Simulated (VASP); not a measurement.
Set up this calculation in VASP 6.6.1, as the native input.

```
Task                   : single point
Functional             : PBE
Potentials or basis    : VASP PAW PBE potentials, release 64 (I)
Cutoff                 : 520 eV
k mesh                 : 6 × 6 × 2
Occupations            : gaussian, width 0.01 eV
Spin                   : no spin polarisation
Dipole correction      : no
Further INCAR settings : ALGO = Normal; EDIFF = 1e-06; NBANDS = 22
```

The structure of I lies in POSCAR:

```
I
1.0
    4.4016896299     -2.2664941222      0.0000000000
    4.4016896299      2.2664941222      0.0000000000
    0.0000000000      0.0000000000      9.6313395154
I
4
Direct
    0.8417984967      0.1582015033      0.8779801343
    0.3417984967      0.6582015033      0.6220198657
    0.1582015033      0.8417984967      0.1220198657
    0.6582015033      0.3417984967      0.3779801343
```

This cell differs from its parent crystal: volume changed by -6%.

These files were run (other wordings do the same):

INCAR

```
SYSTEM = I
PREC = Accurate
ENCUT = 520
EDIFF = 1E-6
ISMEAR = 0
SIGMA = 0.01
LREAL = .FALSE.
LASPH = .TRUE.
NELM = 60
ALGO = Normal
ISIF = 2
LWAVE = .FALSE.
LCHARG = .FALSE.
GGA = PE
NBANDS = 22
```

KPOINTS

```
regular mesh
0
G
  6 6 2
  0 0 0
```

Potentials or basis: VASP PAW PBE potentials, release 64 (I).

Run with:

```bash
$ cat potpaw_PBE.64/I/POTCAR > POTCAR
$ mpirun -np 1 vasp_std > vasp.out
```

It gave:

```
Pressure               : 1.3 GPa
Largest force          : 0.314 eV/Å
Band gap on the k mesh : 1.18 eV, indirect (least direct gap 1.22 eV)
```

Caveat: spin-orbit coupling is left out, which moves the levels of the heavy elements.

It took 88 s on 1 thread of Intel(R) Xeon(R) Platinum 8488C (Sapphire Rapids) (shared host), peak memory 0.35 GiB.
